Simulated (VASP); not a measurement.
# WC in VASP: single point with PBE+D3(BJ)

Aim: the single point of WC with PBE+D3(BJ).

Everything below comes from runs of VASP 6.6.1. Logs are shortened: lines on timing, memory, paths and dates and some standing lists are left out, and cuts for length are marked.

### 1 The cell of the first run

The cell holds a slab with vacuum, 16 atoms: a = 5.696 Å, b = 5.595 Å, c = 17.110 Å, α = 90.00°, β = 90.00°, γ = 90.00°.

### 2 Single point, PBE+D3(BJ)

Contents of INCAR:

```
PREC = Accurate ; ENCUT = 520
EDIFF = 1E-7 ; ISMEAR = -1
SIGMA = 0.05 ; LREAL = Auto
LASPH = True ; NELM = 60
ALGO = Normal ; ISIF = 2
LWAVE = False ; LCHARG = False
GGA = PE ; IVDW = 12
NBANDS = 86
```

Contents of KPOINTS:

```
regular mesh
0
Gamma
  3 3 1
```

Contents of POSCAR:

```
WC
1.0
    5.6955400000      0.0000000000      0.0000000000
    0.0000000000      5.5945400000      0.0000000000
    0.0000000000      0.0000000000     17.1104020000
W C
8 8
Direct
    0.0000000000      0.0000000000      0.0584439805
    0.2599929067     -0.0049512560      0.2102580641
    0.0000000000      0.5000053624      0.0584439805
    0.2587112021      0.4915864396      0.2142965431
    0.5000052673      0.0000000000      0.0584439805
    0.7246371722     -0.0009652268      0.2168739227
    0.5000052673      0.5000053624      0.0584439805
    0.7503766105      0.4847941028      0.2081248588
    0.4645038047      0.2385540187      0.1413000115
    0.2376069697      0.2623986959      0.2938446449
    0.5258324935      0.7386130048      0.1655250414
    0.1953107168      0.7311771835      0.3115356378
    0.9657556614      0.2399661098      0.1532985607
    0.6648886673      0.2611474759      0.2922549686
    1.0105099780      0.7628330479      0.1438890799
    1.0027144046      0.7585610256      0.2715891772
```

Potentials or basis: VASP PAW PBE potentials, release 64 (W_sv, C).

Started as:

```
$ cat potpaw_PBE.64/W_sv/POTCAR potpaw_PBE.64/C/POTCAR > POTCAR
$ mpirun -np 1 vasp_std > vasp.out
```

OUTCAR:

```text
PREC = Accurate
   ENCUT = 520
   EDIFF = 1E-7
   ISMEAR = -1
   LREAL = Auto
   LASPH = True
   NELM = 60
   ISIF = 2
   GGA = PE
   IVDW = 12
 IVDW          = 12

 ion  position               nearest neighbor table
   1  0.000  0.000  0.058-  15 1.98  13 2.12   3 2.80   3 2.80   5 2.85   5 2.85   2 2.99   6 3.13

   2  0.260  0.995  0.210-  10 2.07   9 2.15  11 2.22  15 2.24  16 2.24  12 2.31  13 2.37   6 2.65
                             4 2.78   4 2.82   5 2.94   1 2.99   6 3.05
   3  0.000  0.500  0.058-  15 2.07  13 2.19   1 2.80   1 2.80   7 2.85   7 2.85   8 2.93   4 3.05

   4  0.259  0.492  0.214-  10 1.87  12 2.17  11 2.22   9 2.22  16 2.31  15 2.40  13 2.42   2 2.78
                             8 2.80   2 2.82   8 2.90   7 3.00   3 3.05
   5  0.500  0.000  0.058-   9 1.96  11 2.35   7 2.80   7 2.80   1 2.85   1 2.85   2 2.94   6 3.00

   6  0.725  0.999  0.217-  14 1.98  11 2.04  13 2.21  16 2.28   9 2.38  15 2.44   2 2.65   8 2.73
                             8 2.88   5 3.00   2 3.05   1 3.13
   7  0.500  0.500  0.058-   9 2.05  11 2.27   5 2.80   5 2.80   3 2.85   3 2.85   8 2.93   4 3.00

   8  0.750  0.485  0.208-  14 1.97  11 2.05  13 2.06  16 2.36  15 2.41   9 2.42   6 2.73   4 2.80
                             6 2.88   4 2.90   3 2.93   7 2.93
   9  0.465  0.239  0.141-   5 1.96   7 2.05   2 2.15   4 2.22   6 2.38   8 2.42
  10  0.238  0.262  0.294-   4 1.87   2 2.07
  11  0.526  0.739  0.166-   6 2.04   8 2.05   4 2.22   2 2.22   7 2.27   5 2.35
  12  0.195  0.731  0.312-  16 1.30   4 2.17   2 2.31
  13  0.966  0.240  0.153-   8 2.06   1 2.12   3 2.19   6 2.21   2 2.37   4 2.42
  14  0.665  0.261  0.292-   8 1.97   6 1.98
  15  0.011  0.763  0.144-   1 1.98   3 2.07   2 2.24   4 2.40   8 2.41   6 2.44
  16  0.003  0.759  0.272-  12 1.30   2 2.24   6 2.28   4 2.31   8 2.36

  LATTYP: Found a simple orthorhombic cell.
 ALAT       =     5.5945400000
 B/A-ratio  =     1.0180533163
 C/A-ratio  =     3.0584108792

  Lattice vectors:

 A1 = (   0.0000000000,  -5.5945400000,   0.0000000000)
 A2 = (   5.6955400000,   0.0000000000,   0.0000000000)
 A3 = (   0.0000000000,   0.0000000000,  17.1104020000)

Analysis of symmetry for initial positions (statically):
=====================================================================
 Subroutine PRICEL returns:
 Original cell was already a primitive cell.

 Routine SETGRP: Setting up the symmetry group for a
 simple orthorhombic supercell.

 Subroutine GETGRP returns: Found  1 space group operations
 (whereof  1 operations were pure point group operations)
 out of a pool of  8 trial point group operations.

The static configuration has the point symmetry C_1 .

Analysis of symmetry for dynamics (positions and initial velocities):
=====================================================================
 Subroutine PRICEL returns:
 Original cell was already a primitive cell.

 Routine SETGRP: Setting up the symmetry group for a
 simple orthorhombic supercell.

 Subroutine GETGRP returns: Found  1 space group operations
 (whereof  1 operations were pure point group operations)
 out of a pool of  8 trial point group operations.

The dynamic configuration has the point symmetry C_1 .

 Subroutine INISYM returns: Found  1 space group operations
 (whereof  1 operations are pure point group operations),
 and found     1 'primitive' translations

----------------------------------------------------------------------------------------

                                     Primitive cell

  volume of cell :     545.2046

  direct lattice vectors                    reciprocal lattice vectors
     5.695540000  0.000000000  0.000000000     0.175575977  0.000000000  0.000000000
     0.000000000  5.594540000  0.000000000     0.000000000  0.178745706  0.000000000
     0.000000000  0.000000000 17.110402000     0.000000000  0.000000000  0.058443980

  length of vectors
     5.695540000  5.594540000 17.110402000     0.175575977  0.178745706  0.058443980

  position of ions in fractional coordinates (direct lattice)
     0.000000000  0.000000000  0.058443981
     0.259992907  0.995048744  0.210258064
     0.000000000  0.500005362  0.058443981
     0.258711202  0.491586440  0.214296543
     0.500005267  0.000000000  0.058443981
     0.724637172  0.999034773  0.216873923
[... 8 lines left out ...]
     0.010509978  0.762833048  0.143889080
     0.002714405  0.758561026  0.271589177

  ion indices of the primitive-cell ions
   primitive index   ion index
                 1           1
                 2           2
                 3           3
                 4           4
                 5           5
                 6           6
[... 8 lines left out ...]
                15          15
                16          16

----------------------------------------------------------------------------------------

 KPOINTS: regular mesh

Automatic generation of k-mesh.
 Grid dimensions read from file:
 generate k-points for:    3    3    1

 Generating k-lattice:

  Cartesian coordinates                     Fractional coordinates (reciprocal lattice)
     0.058525326  0.000000000  0.000000000     0.333333333  0.000000000  0.000000000
     0.000000000  0.059581902  0.000000000     0.000000000  0.333333333  0.000000000
     0.000000000  0.000000000  0.058443980     0.000000000  0.000000000  1.000000000

  Length of vectors
     0.058525326  0.059581902  0.058443980

  Shift w.r.t. Gamma in fractional coordinates (k-lattice)
     0.000000000  0.000000000  0.000000000

 Subroutine IBZKPT returns following result:
 ===========================================

 Found      5 irreducible k-points:

 Following reciprocal coordinates:
            Coordinates               Weight
  0.000000  0.000000  0.000000      1.000000
  0.333333  0.000000  0.000000      2.000000
  0.000000  0.333333  0.000000      2.000000
  0.333333  0.333333  0.000000      2.000000
 -0.333333  0.333333  0.000000      2.000000
   k-points           NKPTS =      5   k-points in BZ     NKDIM =      5   number of bands    NBANDS=     86
   number of dos      NEDOS =    301   number of ions     NIONS =     16
   total plane-waves  NPLWV = 225792
   dimension x,y,z NGX =    42 NGY =   42 NGZ =  128
   dimension x,y,z NGXF=    84 NGYF=   84 NGZF=  256
   ions per type =               8   8
   NGX,Y,Z   is equivalent  to a cutoff of  12.26, 12.48, 12.44 a.u.
   NGXF,Y,Z  is equivalent  to a cutoff of  24.52, 24.96, 24.87 a.u.
 SYSTEM =  unknown system
   PREC   = accura    normal or accurate (medium, high low for compatibility)
   ISTART =      0    job   : 0-new  1-cont  2-samecut
   ICHARG =      2    charge: 1-file 2-atom 10-const
   ISPIN  =      1    spin polarized calculation?
   LNONCOLLINEAR =      F non collinear calculations
   LSORBIT =      F    spin-orbit coupling
   LASPH  =      T    aspherical Exc in radial PAW
   ENCUT  =  520.0 eV  38.22 Ry    6.18 a.u.  10.59 10.40 31.81*2*pi/ulx,y,z
   NELM   =     60;   NELMIN=  2; NELMDL= -5     # of ELM steps
   EDIFF  = 0.1E-06   stopping-criterion for ELM
   LREAL  =      T    real-space projection
   EDIFFG = 0.1E-05   stopping-criterion for IOM
   NSW    =      0    number of steps for IOM
   IBRION =     -1    ionic relax: 0-MD 1-quasi-New 2-CG
   NFREE  =      0    steps in history (QN), initial steepest desc. (CG)
   ISIF   =      2    stress and relaxation
   ISYM   =      2    0-nonsym 1-usesym 2-fastsym
   POTIM  = 0.5000    time-step for ionic-motion
   TEBEG  =    0.0;   TEEND  =   0.0 temperature during run
   PSTRESS=    0.0 pullay stress
   NELECT =     144.0000    total number of electrons
   NUPDOWN=      -1.0000    fix difference up-down
   EMIN   =  10.00;   EMAX   =-10.00  energy-range for DOS
   EFERMI =   0.00;   METHOD = LEGACY
   ISMEAR =    -1;   SIGMA  =   0.05  broadening in eV -4-tet -1-fermi 0-gaus
   EFERMI_NEDOS =   21; number of points for ismear=-14 and -15
   IALGO  =     38    algorithm
   IMIX   =      4    mixing-type and parameters
     AMIX     =   0.40;   BMIX     =  1.00
     AMIX_MAG =   1.60;   BMIX_MAG =  1.00
  volume/ion in A,a.u.               =      34.08       229.95
  Fermi-wavevector in a.u.,A,eV,Ry     =   1.050370  1.984912 15.011010  1.103278
  Thomas-Fermi vector in A             =   2.185371
   LORBIT       =      0    0 simple, 1 ext, 2 COOP (PROOUT), +10 PAW based schemes
   GGA     = PE    functional components
   LHFCALC =     F    Hartree Fock is set to
   AEXX    =    0.0000 exact exchange contribution
   IVDW    =    12    specifies the selected vdW correction
   LEPSILON=     F    determine dielectric tensor
   LRPA    =     F    only Hartree local field effects (RPA)
 non-spin polarized calculation
  energy-cutoff  :      520.00
  volume of cell :      545.20
 maximum number of plane-waves:     14731
 NGX is ok and might be reduce to    42
   NGX = 21   NGY = 21   NGZ = 63

 number of electron     143.9999989 magnetization

 Free energy of the ion-electron system (eV)
  ---------------------------------------------------
  ext. energy  EPLUGINS =         0.00000000
  ---------------------------------------------------
  free energy    TOTEN  =      -154.27891866 eV

  energy without entropy =     -154.19865493  energy(sigma->0) =     -154.23878679

 E-fermi :  -0.1966     XC(G=0):  -5.5355

 val. band max:       -0.2290930457   @ k =   0.0000   0.0000   0.0000
 cond. band min:      -0.1272628340   @ k =   0.3333   0.0000   0.0000
 fundamental gap:      0.1018302117
 Fermi energy:        -0.1965714397

 k-point     1 :       0.0000    0.0000    0.0000
  band No.  band energies     occupation
      1     -74.6012      2.00000
      2     -74.5627      2.00000
      3     -74.5501      2.00000
      4     -74.5412      2.00000
      5     -74.5064      2.00000
      6     -74.4872      2.00000
[... 76 lines left out ...]
     83       2.3643      0.00000
     84       2.4642      0.00000

 k-point     2 :       0.3333    0.0000    0.0000
  band No.  band energies     occupation
      1     -74.5954      2.00000
      2     -74.5632      2.00000
      3     -74.5489      2.00000
      4     -74.5376      2.00000
      5     -74.5125      2.00000
      6     -74.4915      2.00000
[... 254 lines left out ...]
  band No.  band energies     occupation
      1     -74.5861      2.00000
      2     -74.5590      2.00000
      3     -74.5465      2.00000
      4     -74.5365      2.00000
      5     -74.5231      2.00000
      6     -74.4854      2.00000
[... 76 lines left out ...]
     83       1.2443      0.00000
     84       1.5125      0.00000
 [bands above 84 left out]

------------------------ aborting loop because EDIFF is reached ----------------------------------------

 Edisp (eV)   -4.30074

 E8    (eV) :    -2.0411

  FORCE on cell =-STRESS in cart. coord.  units (eV):
  Direction    XX          YY          ZZ          XY          YZ          ZX
  --------------------------------------------------------------------------------------
  -------------------------------------------------------------------------------------
  Total     -10.52160     3.54574    -1.79608     0.29249    -0.04826    -3.28818
  in kB     -30.91953    10.41976    -5.27808     0.85953    -0.14182    -9.66288
  external pressure =       -8.59 kB  Pullay stress =        0.00 kB

 VOLUME and BASIS-vectors are now :
 -----------------------------------------------------------------------------
  energy-cutoff  :      520.00
  volume of cell :      545.20
      direct lattice vectors                 reciprocal lattice vectors
     5.695540000  0.000000000  0.000000000     0.175575977  0.000000000  0.000000000
     0.000000000  5.594540000  0.000000000     0.000000000  0.178745706  0.000000000
     0.000000000  0.000000000 17.110402000     0.000000000  0.000000000  0.058443980

 POSITION                                       TOTAL-FORCE (eV/Angst)
 -----------------------------------------------------------------------------------
      0.00000      0.00000      1.00000        -0.213352      0.482320      0.139621
      1.48080      5.56684      3.59760        -1.733442      0.622897     -0.007163
      0.00000      2.79730      1.00000        -0.102115     -0.266475      0.542459
      1.47350      2.75020      3.66670        -1.405354      0.354583     -1.898176
      2.84780      0.00000      1.00000         0.010008     -1.056240     -0.458687
      4.12720      5.58914      3.71080         3.909648     -0.181102     -1.306327
[... 8 lines left out ...]
      0.05986      4.26770      2.46200         0.602800     -1.135859      0.938133
      0.01546      4.24380      4.64700        -3.785106     -0.035073      0.689121
 -----------------------------------------------------------------------------------
    total drift:                                0.007291     -0.000164     -0.012163

  FREE ENERGIE OF THE ION-ELECTRON SYSTEM (eV)
  ---------------------------------------------------
  free  energy   TOTEN  =      -158.5796575259 eV

  energy  without entropy=     -158.4993937964  energy(sigma->0) =     -158.53952566
```

Run time: 6.9 min. Hardware: 1 thread of AMD EPYC 9R45 (Zen 5), shared host; peak memory 0.52 GiB.

Results:

* Free energy: -158.5797 eV
* Largest force: 4.126 eV/Å
* Band gap on the k mesh: zero (bands 72 and 73 overlap by 0.23 eV)
* Dispersion energy per atom: -0.269 eV

Forces on the atoms (eV/Å):
```
W   -0.213  0.482  0.140
W   -1.733  0.623 -0.007
W   -0.102 -0.266  0.542
W   -1.405  0.355 -1.898
W    0.010 -1.056 -0.459
W    3.910 -0.181 -1.306
W    0.133  0.280  0.103
W    1.609  1.149  0.439
C    0.994  0.785  2.002
C    0.161 -1.779  0.534
C   -1.768  0.307 -1.274
C    1.713  0.468 -0.019
C    1.076 -0.058 -0.482
C   -1.201  0.064  0.058
C    0.603 -1.136  0.938
C   -3.785 -0.035  0.689
```

Levels at points of the mesh, in eV from the Fermi level:
| k point | band 70 | band 71 | band 72 | band 73 | band 74 | band 75 |
| --- | --- | --- | --- | --- | --- | --- |
| (0.00, 0.00, 0.00) | -0.21 | -0.03 | 0.17 | 0.47 | 0.64 | 0.87 |

Caveat: the k points lie up to 0.37 Å⁻¹ apart; there is no dipole correction, which matters where the two faces differ; spin-orbit coupling is left out, which moves the levels of the heavy elements.

The gap in the log of VASP goes by the Fermi energy; the results here count the filled bands.